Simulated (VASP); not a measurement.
# W (Im-3m) in VASP: a series of runs, part 3 of 3

VASP 6.6.1.

## (5) Relaxation of cell and atoms, PBEsol, target pressure 20 GPa, at which the enthalpy is minimised

The input, INCAR:

```
SYSTEM = W
PREC = Accurate
ENCUT = 600
EDIFF = 1E-6
ISMEAR = -1
SIGMA = 0.05
LREAL = .False.
LASPH = .True.
NELM = 60
ALGO = Normal
ISIF = 3
LWAVE = .False.
LCHARG = .False.
GGA = PS
IBRION = 2
NSW = 80
EDIFFG = -0.02
PSTRESS = 200.0
```

The input, KPOINTS:

```
regular mesh
0
Gamma
  12 12 12
  0 0 0
```

The input, POSCAR:

```
W
1.0
   -1.5823450000      1.5823450000      1.5823450000
    1.5823450000     -1.5823450000      1.5823450000
    1.5823450000      1.5823450000     -1.5823450000
W
1
Direct
    0.0000000000      0.0000000000      0.0000000000
```

Potentials or basis: VASP PAW PBE potentials, release 64 (W_sv).

Launch:

```
> cat potpaw_PBE.64/W_sv/POTCAR > POTCAR
> mpirun -np 1 vasp_std > vasp.out
```

OUTCAR:

```text
SYSTEM = W
   PREC = Accurate
   ENCUT = 600
   EDIFF = 1E-6
   ISMEAR = -1
   LREAL = .False.
   LASPH = .True.
   NELM = 60
   ISIF = 3
   GGA = PS
   IBRION = 2
   NSW = 80
   EDIFFG = -0.02
   PSTRESS = 200.0

 ion  position               nearest neighbor table
   1  0.000  0.000  0.000-

  LATTYP: Found a body centered cubic cell.
 ALAT       =     3.1646900000

  Lattice vectors:

 A1 = (  -1.5823450000,   1.5823450000,   1.5823450000)
 A2 = (   1.5823450000,  -1.5823450000,   1.5823450000)
 A3 = (   1.5823450000,   1.5823450000,  -1.5823450000)

Analysis of symmetry for initial positions (statically):
=====================================================================
 Subroutine PRICEL returns:
 Original cell was already a primitive cell.

 Routine SETGRP: Setting up the symmetry group for a
 body centered cubic supercell.

 Subroutine GETGRP returns: Found 48 space group operations
 (whereof 48 operations were pure point group operations)
 out of a pool of 48 trial point group operations.

The static configuration has the point symmetry O_h .

Analysis of symmetry for dynamics (positions and initial velocities):
=====================================================================
[... 165 lines left out ...]
  Total       -0.2271286     -0.2271286     -0.2271286     -0.0000000      0.0000000      0.0000000
  in kB      -22.9624875    -22.9624875    -22.9624875     -0.0000000      0.0000000      0.0000000
  external PRESSURE =    -222.9624875 kB  Pullay stress =     200.0000000 kB
[... 135 lines left out ...]
--------------------------------------- Ionic step        5  -------------------------------------------

 number of electron      13.9999999 magnetization

 Free energy of the ion-electron system (eV)
  ---------------------------------------------------
  ext. energy  EPLUGINS =         0.00000000
  ---------------------------------------------------
  free energy    TOTEN  =       -13.75573778 eV

  energy without entropy =      -13.75052572  energy(sigma->0) =      -13.75313175

 E-fermi :  12.2031     XC(G=0): -14.1237

 val. band max:       12.1820633939   @ k =   0.4167   0.0000   0.0000
 cond. band min:      12.2509976211   @ k =   0.4167   0.0833   0.0000
 fundamental gap:      0.0689342273
 Fermi energy:        12.2031232105

 k-point     1 :       0.0000    0.0000    0.0000
  band No.  band energies     occupation
      1     -61.8362      2.00000
      2     -25.2883      2.00000
      3     -25.2883      2.00000
      4     -25.2883      2.00000
      5       2.2160      2.00000
      6      10.8770      2.00000
      7      10.8770      2.00000
      8      10.8770      2.00000
      9      14.6108      0.00000
     10      14.6108      0.00000
     11      26.8978      0.00000
[... 309 lines left out ...]
 k-point    24 :       0.4167    0.0833    0.0833
  band No.  band energies     occupation
      1     -61.6542      2.00000
      2     -26.7786      2.00000
      3     -25.8773      2.00000
      4     -25.4089      2.00000
      5       6.2290      2.00000
      6       8.3014      2.00000
      7      12.1192      1.68528
      8      14.8232      0.00000
      9      15.6607      0.00000
     10      20.3332      0.00000
     11      23.0522      0.00000

 [... further k-points ...]
[... 5 lines left out ...]
  --------------------------------------------------------------------------------------
  -------------------------------------------------------------------------------------
  Total        1.8575586      1.8575586      1.8575586     -0.0000000      0.0000000     -0.0000000
  in kB      200.1080439    200.1080439    200.1080439     -0.0000000      0.0000000     -0.0000000
  external PRESSURE =       0.1080439 kB  Pullay stress =     200.0000000 kB
[... 20 lines left out ...]
  energy  without entropy=      -13.7505257217  energy(sigma->0) =      -13.75313175

  enthalpy is  TOTEN    =       -11.8991820887 eV   P V=        1.8565556894

 reached required accuracy - stopping structural energy minimisation
```

OSZICAR:

```text
N       E                     dE             d eps       ncg     rms          rms(c)
DAV:   1     0.826377968618E+02    0.82638E+02   -0.86035E+03  1592   0.159E+03
[... 36 lines left out ...]
   4 F= -.11899100E+02 E0= -.11896489E+02  d E =-.711949E-01
       N       E                     dE             d eps       ncg     rms          rms(c)
DAV:   1    -0.137563431020E+02    0.33339E-02   -0.14374E-02  1635   0.194E+00    0.353E-01
DAV:   2    -0.137558195910E+02    0.52351E-03   -0.75462E-04  1614   0.385E-01    0.801E-02
DAV:   3    -0.137557350814E+02    0.84510E-04   -0.22563E-04  1653   0.205E-01    0.570E-02
DAV:   4    -0.137557379522E+02   -0.28709E-05   -0.66098E-06  1608   0.344E-02    0.713E-03
DAV:   5    -0.137557377781E+02    0.17414E-06   -0.38516E-07   851   0.831E-03
   5 F= -.11899182E+02 E0= -.11896576E+02  d E =-.712768E-01
```

Wall time 16 s (1 thread of Intel Xeon 6975P-C (Granite Rapids), shared host); peak memory 0.15 GiB.

What came out:

```yaml
Free_energy: -13.7557 eV
Relaxed_volume: 14.87 Å³/atom
Relaxed_cell: a = 2.683 Å, b = 2.683 Å, c = 2.683 Å, α = 109.47°, β = 109.47°, γ = 109.47°
Space_group_after_relaxing_to_0.05_Å: Im-3m (No. 229)
Energy_change_on_relaxing_the_enthalpy_is_what_falls: +50.4 meV/atom
Ionic_steps: 5
Pressure_after_relaxing: 20.0 GPa
Band_gap_on_the_k_mesh: zero (band 7 reaches 17.89 eV, above the bottom of band 8 at 10.88 eV)
```

The path:
| step | energy change (eV) | largest force (eV/Å) | pressure (GPa) | volume (Å³) |
| --- | --- | --- | --- | --- |
| 1 | 0.0000 | 0.0000 | -2.30 | 15.85 |
| 2 | 2.1772 | 0.0000 | 211.52 | 11.31 |
| 3 | 0.0374 | 0.0000 | 17.05 | 14.99 |
| 4 | 0.0465 | 0.0000 | 19.15 | 14.90 |
| 5 | 0.0504 | 0.0000 | 20.01 | 14.87 |

Final structure:
```cif
data_structure
_symmetry_space_group_name_H-M 'P 1'
_symmetry_Int_Tables_number 1
_cell_length_a 2.6833
_cell_length_b 2.6833
_cell_length_c 2.6833
_cell_angle_alpha 109.471
_cell_angle_beta 109.471
_cell_angle_gamma 109.471
_cell_volume 14.87
loop_
_atom_site_label
_atom_site_type_symbol
_atom_site_fract_x
_atom_site_fract_y
_atom_site_fract_z
_atom_site_occupancy
W1 W 0.00000 0.00000 0.00000 1
```

Levels at points of the mesh, in eV from the Fermi level:
```tsv
k point	band 4	band 5	band 6	band 7	band 8	band 9	band 10	band 11
(0.00, 0.00, 0.00)	-37.49	-9.99	-1.33	-1.33	-1.33	2.41	2.41	14.69
(0.50, 0.00, 0.00)	-37.50	-6.70	-3.88	0.96	2.35	3.41	6.79	11.68
(0.50, 0.50, 0.50)	-38.60	-6.37	-6.37	5.68	5.68	5.68	8.81	8.81
```

Caveat: the cell is relaxed towards a set pressure, so the enthalpy falls and the energy may rise; the PAW data sets were made with another functional, which shifts forces and pressure a little; spin-orbit coupling is left out, which moves the levels of the heavy elements.

## (6) Relaxation of cell and atoms, PBEsol, target pressure 30 GPa, at which the enthalpy is minimised

The input, INCAR:

```
SYSTEM = W
ALGO = Normal
EDIFF = 1E-7
EDIFFG = -0.02
ENCUT = 600
GGA = PS
IBRION = 2
ISIF = 3
ISMEAR = -1
LASPH = .True.
LCHARG = .False.
LREAL = .False.
LWAVE = .False.
NELM = 100
NSW = 80
PREC = Accurate
PSTRESS = 300.0
SIGMA = 0.05
```

The input, KPOINTS:

```
k-points
0
Gamma
  12 12 12
  0 0 0
```

POSCAR is that of step 5.

Potentials or basis: VASP PAW PBE potentials, release 64 (W_sv).

Launch:

```
> cat potpaw_PBE.64/W_sv/POTCAR > POTCAR
> mpirun -np 1 vasp_std > vasp.out
```

Wall time 17 s (1 thread of Intel Xeon 6975P-C (Granite Rapids), shared host); peak memory 0.16 GiB.

Results (log left out):

```yaml
Free_energy: -13.7007 eV
Relaxed_volume: 14.52 Å³/atom
Relaxed_cell: a = 2.662 Å, b = 2.662 Å, c = 2.662 Å, α = 109.47°, β = 109.47°, γ = 109.47°
Space_group_after_relaxing_to_0.05_Å: Im-3m (No. 229)
Energy_change_on_relaxing_the_enthalpy_is_what_falls: +105.5 meV/atom
Ionic_steps: 5
Pressure_after_relaxing: 30.0 GPa
Band_gap_on_the_k_mesh: zero (band 7 reaches 18.45 eV, above the bottom of band 8 at 11.20 eV)
```

The path:
| step | energy change (eV) | largest force (eV/Å) | pressure (GPa) | volume (Å³) |
| --- | --- | --- | --- | --- |
| 1 | 0.0000 | 0.0000 | -2.32 | 15.85 |
| 2 | 5.5386 | 0.0000 | 440.67 | 9.59 |
| 3 | 0.0632 | 0.0000 | 22.52 | 14.78 |
| 4 | 0.0883 | 0.0000 | 27.14 | 14.61 |
| 5 | 0.1055 | 0.0000 | 29.96 | 14.52 |

Final structure:
```yaml
crystal:
  lattice:
    - [-1.53680, 1.53680, 1.53680]
    - [1.53680, -1.53680, 1.53680]
    - [1.53680, 1.53680, -1.53680]
  atoms:
    - { symbol: W, position: [0.00000, 0.00000, 0.00000] }
```

Levels at points of the mesh, in eV from the Fermi level:
```csv
k point,band 4,band 5,band 6,band 7,band 8,band 9,band 10,band 11
"(0.00, 0.00, 0.00)",-37.44,-10.15,-1.40,-1.40,-1.40,2.44,2.44,14.71
"(0.50, 0.00, 0.00)",-37.46,-6.90,-4.03,1.04,2.40,3.49,7.00,11.71
"(0.50, 0.50, 0.50)",-38.63,-6.62,-6.62,5.85,5.85,5.85,9.00,9.00
```

Caveat: the cell is relaxed towards a set pressure, so the enthalpy falls and the energy may rise; the PAW data sets were made with another functional, which shifts forces and pressure a little; spin-orbit coupling is left out, which moves the levels of the heavy elements.

## (7) Overview

| cell | gap on the mesh (eV) | pressure (GPa) |
| --- | --- | --- |
| relaxed | none | 0.0 |
| relaxed to 5 GPa | none | 5.0 |
| relaxed to 10 GPa | none | 9.9 |
| relaxed to 20 GPa | none | 20.0 |
| relaxed to 30 GPa | none | 30.0 |

Alike in all rows: task relaxation of cell and atoms; level PBEsol; potentials or basis VASP PAW PBE potentials, release 64 (W_sv); no spin polarisation; k mesh 12 × 12 × 12; cutoff (eV) 600; smearing fermi-dirac 0.05 eV.

Caveats: the PAW data sets were made with another functional, which shifts forces and pressure a little; spin-orbit coupling is left out, which moves the levels of the heavy elements; the cell is relaxed towards a set pressure, so the enthalpy falls and the energy may rise (some runs).

Absolute energies hang on the potentials; compare differences alone.
